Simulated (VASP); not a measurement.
A run of VASP 6.6.1:

The input POSCAR:

```
TiO2
1.0
    4.5968534940      0.0000000000      0.0000000000
    0.0000000000      4.5968534940      0.0000000000
    0.0000000000      0.0000000000      2.8944214413
Ti O
2 4
Direct
    0.0000000000      0.0000000000      0.0000000000
    0.5000000000      0.5000000000      0.5000000000
    0.3037080472      0.3037080472      0.0000000000
    0.1962919528      0.8037080472      0.5000000000
    0.8037080472      0.1962919528      0.5000000000
    0.6962919528      0.6962919528      0.0000000000
```

Contents of INCAR.step1:

```
SYSTEM = TiO2
  PREC = Accurate
  ENCUT = 520
  ISMEAR = 0
  SIGMA = 0.01
  LREAL = .FALSE.
  LASPH = .TRUE.
  NELM = 100
  NBANDS = 33
  GGA = PE
  ALGO = Normal
  EDIFF = 1E-4
  LWAVE = .TRUE.
  LCHARG = .FALSE.
```

The input INCAR.step2:

```
SYSTEM = TiO2
  PREC = Accurate
  ENCUT = 520
  EDIFF = 1E-7
  ISMEAR = 0
  SIGMA = 0.01
  LREAL = .FALSE.
  LASPH = .TRUE.
  NELM = 100
  ALGO = Normal
  ISIF = 2
  LWAVE = .FALSE.
  LCHARG = .FALSE.
  METAGGA = R2SCAN
  LMIXTAU = .TRUE.
  NBANDS = 33
  ISTART = 1
```

The input KPOINTS:

```
regular mesh
0
G
  6 6 8
  0 0 0
```

Potentials or basis: VASP PAW PBE potentials, release 64 (Ti_sv, O).

Run with:

```console
$ cat potpaw_PBE.64/Ti_sv/POTCAR potpaw_PBE.64/O/POTCAR > POTCAR
$ cp INCAR.step1 INCAR
$ mpirun -np 1 vasp_std > vasp.out
$ cp INCAR.step2 INCAR
$ mpirun -np 1 vasp_std > vasp.out
```

Hardware: 1 thread of Intel Xeon 6975P-C, on a shared host.

Problem. Estimate the wall time of this run.

Solution. Wall time 5 min on 1 thread of Intel Xeon 6975P-C (shared host), peak memory 0.23 GiB. Counts: k points 50.
